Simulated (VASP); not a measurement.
# Ca (Fm-3m) in VASP: a series of runs, part 2 of 2

VASP 6.6.1. The steps go on from the part before.

### 3 Relaxation of cell and atoms, PBE

This run uses another cell than the first one, of 43.63 Å³/atom, 1.043 times its volume.

INCAR reads:

```
SYSTEM = Ca
ALGO     = Normal         ! electronic algorithm
EDIFF    = 1E-6           ! SCF threshold, eV
EDIFFG   = -0.005         ! ionic threshold
ENCUT    = 600            ! plane-wave cutoff, eV
GGA      = PE             ! functional
IBRION   = 2              ! ionic algorithm
ISIF     = 3              ! what is computed and relaxed
ISMEAR   = -1             ! smearing method
LASPH    = .TRUE.         ! aspherical terms in the spheres
LCHARG   = .FALSE.        ! write CHGCAR
LREAL    = .FALSE.        ! projectors in reciprocal space
LWAVE    = .FALSE.        ! write WAVECAR
NELM     = 80             ! most SCF steps
NSW      = 80             ! ionic steps
PREC     = Accurate       ! precision mode
SIGMA    = 0.05           ! smearing width, eV
```

KPOINTS reads:

```
k-points
0
G
  8 8 8
  0 0 0
```

POSCAR reads:

```
Ca
1.0
    0.0000000000      2.7942000000      2.7942000000
    2.7942000000      0.0000000000      2.7942000000
    2.7942000000      2.7942000000      0.0000000000
Ca
1
Direct
    0.0000000000      0.0000000000      0.0000000000
```

Potentials or basis: VASP PAW PBE potentials, release 64 (Ca_sv).

Run with:

```console
$ cat potpaw_PBE.64/Ca_sv/POTCAR > POTCAR
$ mpirun -np 1 vasp_std > vasp.out
```

OUTCAR:

```text
SYSTEM = Ca
   EDIFF = 1E-6
   EDIFFG = -0.005
   ENCUT = 600
   GGA = PE
   IBRION = 2
   ISIF = 3
   ISMEAR = -1
   LASPH = .TRUE.
   LREAL = .FALSE.
   NELM = 80
   NSW = 80
   PREC = Accurate

 ion  position               nearest neighbor table
   1  0.000  0.000  0.000-

  LATTYP: Found a face centered cubic cell.
 ALAT       =     5.5884000000

  Lattice vectors:

 A1 = (   0.0000000000,   2.7942000000,   2.7942000000)
 A2 = (   2.7942000000,   0.0000000000,   2.7942000000)
 A3 = (   2.7942000000,   2.7942000000,   0.0000000000)

Analysis of symmetry for initial positions (statically):
=====================================================================
 Subroutine PRICEL returns:
 Original cell was already a primitive cell.

[... 281 lines left out ...]

 E-fermi :   1.9148     XC(G=0):  -7.7319

 val. band max:        1.8781390865   @ k =  -0.3750   0.2500   0.1250
 cond. band min:       1.9846238662   @ k =  -0.3750   0.3750   0.0000
 fundamental gap:      0.1064847798
 Fermi energy:         1.9147682974

 k-point     1 :       0.0000    0.0000    0.0000
  band No.  band energies     occupation
      1     -40.0570      2.00000
      2     -20.9748      2.00000
      3     -20.9748      2.00000
      4     -20.9748      2.00000
      5      -2.0675      2.00000
      6       4.2953      0.00000
      7       4.2953      0.00000
      8       4.2953      0.00000
      9       5.3648      0.00000
[... 265 lines left out ...]
 k-point    24 :      -0.3750    0.2500    0.1250
  band No.  band energies     occupation
      1     -40.0412      2.00000
      2     -21.0936      2.00000
      3     -21.0296      2.00000
      4     -21.0054      2.00000
      5       1.6347      1.99264
      6       1.8781      1.35074
      7       3.4587      0.00000
      8       4.5949      0.00000
      9       5.8894      0.00000

 [... further k-points ...]
[... 5 lines left out ...]
  --------------------------------------------------------------------------------------
  -------------------------------------------------------------------------------------
  Total       -0.0000284     -0.0000284     -0.0000284      0.0000000      0.0000000     -0.0000000
  in kB       -0.0010779     -0.0010779     -0.0010779      0.0000000      0.0000000     -0.0000000
  external PRESSURE =      -0.0010779 kB  Pullay stress =       0.0000000 kB
[... 16 lines left out ...]
  FREE ENERGIE OF THE ION-ELECTRON SYSTEM (eV)
  ---------------------------------------------------
  free  energy   TOTEN  =        -1.9350908918 eV

  energy  without entropy=       -1.9233767732  energy(sigma->0) =       -1.92923383

 reached required accuracy - stopping structural energy minimisation
```

OSZICAR:

```text
N       E                     dE             d eps       ncg     rms          rms(c)
DAV:   1     0.687776534485E+02    0.68778E+02   -0.54356E+03   522   0.110E+03
DAV:   2    -0.396012924855E+00   -0.69174E+02   -0.68837E+02   541   0.240E+02
DAV:   3    -0.186448538252E+01   -0.14685E+01   -0.14617E+01   811   0.363E+01
[... 31 lines left out ...]
DAV:   2    -0.193512828308E+01    0.14153E-03   -0.49631E-04   560   0.279E-01    0.433E-02
DAV:   3    -0.193509025464E+01    0.38028E-04   -0.30098E-04   692   0.158E-01    0.146E-02
DAV:   4    -0.193509029563E+01   -0.40989E-07   -0.24893E-05   603   0.601E-02    0.689E-03
DAV:   5    -0.193509161236E+01   -0.13167E-05   -0.62957E-06   745   0.135E-02    0.302E-03
DAV:   6    -0.193509089183E+01    0.72053E-06   -0.32736E-07   268   0.531E-03
   4 F= -.19350909E+01 E0= -.19292338E+01  d E =-.235975E-02
```

It took 61 s on 1 thread of AMD EPYC 7R13, shared host; peak memory 0.16 GiB.

Results:

| Item | Value |
| --- | --- |
| Free energy | -1.9351 eV |
| Relaxed volume | 42.24 Å³/atom |
| Relaxed cell | a = 3.909 Å, b = 3.909 Å, c = 3.909 Å, α = 60.00°, β = 60.00°, γ = 60.00° |
| Space group after relaxing (to 0.05 Å) | Fm-3m (No. 225) |
| Energy gained by relaxing | 2.4 meV/atom |
| Ionic steps | 4 |
| Pressure after relaxing | 0.0 GPa |
| Band gap on the k mesh | zero (band 5 reaches 2.16 eV, above the bottom of band 6 at 1.79 eV) |

The path:
| step | energy change (eV) | largest force (eV/Å) | pressure (GPa) | volume (Å³) |
| --- | --- | --- | --- | --- |
| 1 | 0.0000 | 0.0000 | -0.55 | 43.63 |
| 2 | -0.0021 | 0.0000 | -0.18 | 42.70 |
| 3 | -0.0024 | 0.0000 | 0.03 | 42.18 |
| 4 | -0.0024 | 0.0000 | 0.00 | 42.24 |

Final structure:
```yaml
crystal:
  lattice:
    - [0.00000, 2.76420, 2.76420]
    - [2.76420, 0.00000, 2.76420]
    - [2.76420, 2.76420, 0.00000]
  atoms:
    - { symbol: Ca, position: [0.00000, 0.00000, 0.00000] }
```

### 4 Relaxation of cell and atoms, PBE+D3(BJ)

This run uses another cell than the first one, of 43.63 Å³/atom, 1.043 times its volume.

INCAR reads:

```
  PREC = Accurate
  ENCUT = 600
  EDIFF = 1E-6
  ISMEAR = -1
  SIGMA = 0.05
  LREAL = F
  LASPH = T
  NELM = 60
  ALGO = Normal
  ISIF = 3
  LWAVE = F
  LCHARG = F
  GGA = PE
  IVDW = 12
  IBRION = 2
  NSW = 80
  EDIFFG = -0.005
```

KPOINTS reads:

```
Automatic mesh
0
Gamma
  8 8 8
```

POSCAR is that of step 3.

Run with:

```console
$ cat potpaw_PBE.64/Ca_sv/POTCAR > POTCAR
$ mpirun -np 1 vasp_std > vasp.out
```

Run time: 54 s. Hardware: 1 thread of AMD EPYC 7R13, shared host; peak memory 0.17 GiB.

Results (log left out):

```yaml
Free_energy: -2.1702 eV
Relaxed_volume: 40.20 Å³/atom
Relaxed_cell: a = 3.845 Å, b = 3.845 Å, c = 3.845 Å, α = 60.00°, β = 60.00°, γ = 60.00°
Space_group_after_relaxing_to_0.05_Å: Fm-3m (No. 225)
Energy_gained_by_relaxing: 15.0 meV/atom
Ionic_steps: 3
Pressure_after_relaxing: 0.0 GPa
Band_gap_on_the_k_mesh: zero (band 5 reaches 2.33 eV, above the bottom of band 6 at 2.03 eV)
Dispersion_energy_per_atom: -0.241 eV
```

The path:
| step | energy change (eV) | largest force (eV/Å) | pressure (GPa) | volume (Å³) |
| --- | --- | --- | --- | --- |
| 1 | 0.0000 | 0.0000 | -1.33 | 43.63 |
| 2 | -0.0131 | 0.0000 | -0.51 | 41.38 |
| 3 | -0.0150 | 0.0000 | -0.01 | 40.20 |

Final structure:
```
Ca
1.0
     0.00000    2.71896    2.71896
     2.71896    0.00000    2.71896
     2.71896    2.71896    0.00000
Ca
1
Direct
  0.00000 0.00000 0.00000
```

Levels at points of the mesh, in eV from the Fermi level:
```
           k point  band 2  band 3  band 4  band 5  band 6  band 7  band 8  band 9
(0.00, 0.00, 0.00)  -22.77  -22.77  -22.77   -4.07    2.45    2.45    2.45    3.58
(0.50, 0.00, 0.00)  -22.93  -22.79  -22.79   -0.96   -0.08    2.32    2.32    4.31
(0.50, 0.50, 0.00)  -22.92  -22.83  -22.83   -0.46    0.59    1.10    4.30    4.50
```

Caveat: pairwise dispersion overbinds metals, which lowers pressure and volume.

### 5 The runs side by side

```tsv
task	level	cell	cutoff (eV)	gap on the mesh (eV)	pressure (GPa)	relaxed volume (Å³/atom)
single point	PBE+D4	a = 3.897 Å, angles 60.0°, 1 atom	520	none	0.0	-
relaxation of cell and atoms	PBE	relaxed from a = 3.952 Å, angles 60.0°, 1 atom	600	none	0.0	42.24
relaxation of cell and atoms	PBE+D3(BJ)	relaxed from a = 3.952 Å, angles 60.0°, 1 atom	600	none	0.0	40.20
```

Alike in all rows: potentials or basis VASP PAW PBE potentials, release 64 (Ca_sv); no spin polarisation; k mesh 8 × 8 × 8; smearing fermi-dirac 0.05 eV.

Caveats: pairwise dispersion overbinds metals, which lowers pressure and volume (some runs).

Total energies depend on the potentials used, so only differences within one code and one set of settings carry meaning.
